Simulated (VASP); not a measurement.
# InP (I4mm) in VASP: notebook, part 2 of 2

VASP 6.6.1.

### Step 4. Single point, PBE (atoms displaced along a vibrational mode, the cell strained)

INCAR reads:

```
SYSTEM = InP
PREC = Accurate ; ENCUT = 520
EDIFF = 1E-6 ; ISMEAR = 0
SIGMA = 0.15 ; LREAL = .False.
LASPH = .True. ; NELM = 100
ALGO = Normal ; ISIF = 2
LWAVE = .False. ; LCHARG = .False.
GGA = PE ; NBANDS = 16
```

KPOINTS reads:

```
Automatic mesh
0
Gamma
  14 14 14
  0 0 0
```

POSCAR reads:

```
InP
1.0
    0.0000000000      2.7701982124      2.7701982124
    2.9641120873      0.0000000000      2.7701982124
    2.9641120873      2.7701982124      0.0000000000
In P
1 1
Direct
   -0.0136966031      0.0136966031      0.0136966031
    0.5507725402      0.4492274598      0.4492274598
```

Potentials or basis: VASP PAW PBE potentials, release 64 (In_d, P).

Launch:

```console
cat potpaw_PBE.64/In_d/POTCAR potpaw_PBE.64/P/POTCAR > POTCAR
mpirun -np 1 vasp_std > vasp.out
```

OUTCAR:

```text
SYSTEM = InP
   PREC = Accurate
   ENCUT = 520
   EDIFF = 1E-6
   ISMEAR = 0
   LREAL = .False.
   LASPH = .True.
   NELM = 100
   ISIF = 2
   GGA = PE

 ion  position               nearest neighbor table
   1  0.986  0.014  0.014-   2 2.58   2 2.80   2 2.80   2 2.80   2 2.80   2 3.35
   2  0.551  0.449  0.449-   1 2.58   1 2.80   1 2.80   1 2.80   1 2.80   1 3.35

  LATTYP: Found a body centered tetragonal cell.
 ALAT       =     3.9176518824
 C/A-ratio  =     1.5132085118

  Lattice vectors:

 A1 = (   2.9641120873,   0.0000000000,   2.7701982124)
 A2 = (   2.9641120873,   0.0000000000,  -2.7701982124)
 A3 = (  -2.9641120873,   2.7701982124,   0.0000000000)

Analysis of symmetry for initial positions (statically):
=====================================================================
 Subroutine PRICEL returns:
 Original cell was already a primitive cell.

 Routine SETGRP: Setting up the symmetry group for a
 body centered tetragonal supercell.

 Subroutine GETGRP returns: Found  8 space group operations
 (whereof  8 operations were pure point group operations)
 out of a pool of 16 trial point group operations.

The static configuration has the point symmetry C_4v.

Analysis of symmetry for dynamics (positions and initial velocities):
=====================================================================
 Subroutine PRICEL returns:
 Original cell was already a primitive cell.

 Routine SETGRP: Setting up the symmetry group for a
 body centered tetragonal supercell.

 Subroutine GETGRP returns: Found  8 space group operations
 (whereof  8 operations were pure point group operations)
 out of a pool of 16 trial point group operations.

The dynamic configuration has the point symmetry C_4v.

 Subroutine INISYM returns: Found  8 space group operations
 (whereof  8 operations are pure point group operations),
 and found     1 'primitive' translations

----------------------------------------------------------------------------------------

                                     Primitive cell

[... 112 lines left out ...]
  Fermi-wavevector in a.u.,A,eV,Ry     =   1.201850  2.271167 19.652842  1.444443
  Thomas-Fermi vector in A             =   2.337647
   LORBIT       =      0    0 simple, 1 ext, 2 COOP (PROOUT), +10 PAW based schemes
   GGA     = PE    functional components
   LHFCALC =     F    Hartree Fock is set to
   AEXX    =    0.0000 exact exchange contribution
   IVDW    =     0    specifies the selected vdW correction
   LEPSILON=     F    determine dielectric tensor
   LRPA    =     F    only Hartree local field effects (RPA)
 non-spin polarized calculation
 Gauss-broadening in eV      SIGMA  =   0.15
  energy-cutoff  :      520.00
  volume of cell :       45.49
 maximum number of plane-waves:      1244
 NGX is ok and might be reduce to    30
   NGX = 15   NGY = 15   NGZ = 15

 number of electron      18.0000000 magnetization

 Free energy of the ion-electron system (eV)
  ---------------------------------------------------
  ext. energy  EPLUGINS =         0.00000000
  ---------------------------------------------------
  free energy    TOTEN  =        -7.86607460 eV

  energy without entropy =       -7.85255242  energy(sigma->0) =       -7.85931351

 E-fermi :   6.1705     XC(G=0): -10.0471

 val. band max:        6.1648263403   @ k =   0.0000   0.0000   0.0000
 cond. band min:       6.1732104151   @ k =  -0.0714   0.0714  -0.0000
 fundamental gap:      0.0083840748
 Fermi energy:         6.1705003489

 k-point     1 :       0.0000    0.0000    0.0000
  band No.  band energies     occupation
      1      -7.9831      2.00000
      2      -7.9373      2.00000
      3      -7.9299      2.00000
      4      -7.9233      2.00000
      5      -7.9233      2.00000
      6      -5.3719      2.00000
[... 433 lines left out ...]
      3      -7.9351      2.00000
      4      -7.8950      2.00000
      5      -7.8855      2.00000
      6      -4.4823      2.00000
[... 8 lines left out ...]
     15      15.7803      0.00000
     16      16.5235      0.00000

 [... further k-points ...]

------------------------ aborting loop because EDIFF is reached ----------------------------------------

  FORCE on cell =-STRESS in cart. coord.  units (eV):
  Direction    XX          YY          ZZ          XY          YZ          ZX
  --------------------------------------------------------------------------------------
  -------------------------------------------------------------------------------------
  Total        0.5280303     -1.0762562     -1.0762562      0.0000000      0.0000000      0.0000000
  in kB       18.5961531    -37.9035540    -37.9035540      0.0000000      0.0000000      0.0000000
  external PRESSURE =     -19.0703183 kB  Pullay stress =       0.0000000 kB

 VOLUME and BASIS-vectors are now :
 -----------------------------------------------------------------------------
  energy-cutoff  :      520.00
  volume of cell :       45.49
      direct lattice vectors                 reciprocal lattice vectors
     0.000000000  2.770198212  2.770198212    -0.168684579  0.180492500  0.180492500
     2.964112087  0.000000000  2.770198212     0.168684579 -0.180492500  0.180492500
     2.964112087  2.770198212  0.000000000     0.168684579  0.180492500 -0.180492500

 POSITION                                       TOTAL-FORCE (eV/Angst)
 -----------------------------------------------------------------------------------
      0.08120      2.77020      2.77020        -0.222638      0.000000      0.000000
      2.66312      2.77020      2.77020         0.222638      0.000000      0.000000
 -----------------------------------------------------------------------------------
    total drift:                               -0.000819     -0.000000     -0.000000

  FREE ENERGIE OF THE ION-ELECTRON SYSTEM (eV)
  ---------------------------------------------------
  free  energy   TOTEN  =        -7.8660745975 eV

  energy  without entropy=       -7.8525524150  energy(sigma->0) =       -7.85931351
```

OSZICAR:

```text
N       E                     dE             d eps       ncg     rms          rms(c)
DAV:   1     0.108055125091E+03    0.10806E+03   -0.84331E+03  7864   0.130E+03
DAV:   2    -0.134652503834E+01   -0.10940E+03   -0.10442E+03  8864   0.305E+02
DAV:   3    -0.803385069402E+01   -0.66873E+01   -0.66027E+01 10152   0.711E+01
DAV:   4    -0.819898382043E+01   -0.16513E+00   -0.16507E+00 10128   0.117E+01
DAV:   5    -0.820639525956E+01   -0.74114E-02   -0.74113E-02 11440   0.218E+00    0.463E+00
DAV:   6    -0.787568409998E+01    0.33071E+00   -0.57895E-01 11576   0.119E+01    0.264E+00
DAV:   7    -0.786633938216E+01    0.93447E-02   -0.95977E-02 10880   0.232E+00    0.113E+00
DAV:   8    -0.786598362274E+01    0.35576E-03   -0.75525E-03 10344   0.982E-01    0.231E-01
DAV:   9    -0.786604687339E+01   -0.63251E-04   -0.71714E-04 12176   0.355E-01    0.934E-02
DAV:  10    -0.786605985381E+01   -0.12980E-04   -0.63810E-05  9704   0.652E-02    0.484E-02
DAV:  11    -0.786607398026E+01   -0.14126E-04   -0.20363E-05 10280   0.301E-02    0.703E-03
DAV:  12    -0.786607459750E+01   -0.61724E-06   -0.28399E-06  9728   0.182E-02
   1 F= -.78660746E+01 E0= -.78593135E+01  d E =-.135222E-01
```

stdout:

```text
POSCAR found type information on POSCAR InP
 POSCAR found :  2 types and       2 ions
 scaLAPACK will be used
 LDA part: xc-table for (Slater+PW92), standard interpolation
 POSCAR, INCAR and KPOINTS ok, starting setup
 FFT: planning ... GRIDC
 FFT: planning ... GRID_SOFT
 FFT: planning ... GRID
 WAVECAR not read
 entering main loop
```

It took 82 s on 1 thread of Intel Xeon Platinum 8488C (Sapphire Rapids), shared host; peak memory 0.3 GiB.

What came out:

```
Free energy            : -7.8661 eV
Pressure               : -1.9 GPa
Largest force          : 0.223 eV/Å
Band gap on the k mesh : zero (bands 9 and 10 overlap by 1.96 eV)
```

Forces in eV/Å, atoms in the order of the input:
```
In  -0.223  0.000  0.000
P    0.223  0.000  0.000
```

Caveat: the cell differs from its parent crystal (atoms displaced along a vibrational mode, the cell strained); spin-orbit coupling is left out, which moves the levels of the heavy elements.

### Step 5. Overview

```tsv
cell	gap on the mesh (eV)	pressure (GPa)	largest force (eV/Å)
as given, atomic positions A	none	-3.3	0.11
as given, atomic positions B	none	1.4	1.56
as given, atomic positions C	none	-1.9	0.22
```

Alike in all rows: task single point; level PBE; potentials or basis VASP PAW PBE potentials, release 64 (In_d, P); no spin polarisation; k mesh 14 × 14 × 14; cutoff (eV) 520; smearing gaussian 0.15 eV.

Caveats: spin-orbit coupling is left out, which moves the levels of the heavy elements; the cell stands under tension (at least some runs); forces of over 1 eV/Å act on the atoms, so gaps and moduli don't describe the material at rest (at least some runs).

Total energies depend on the potentials used, so only differences within one code and one set of settings carry meaning.
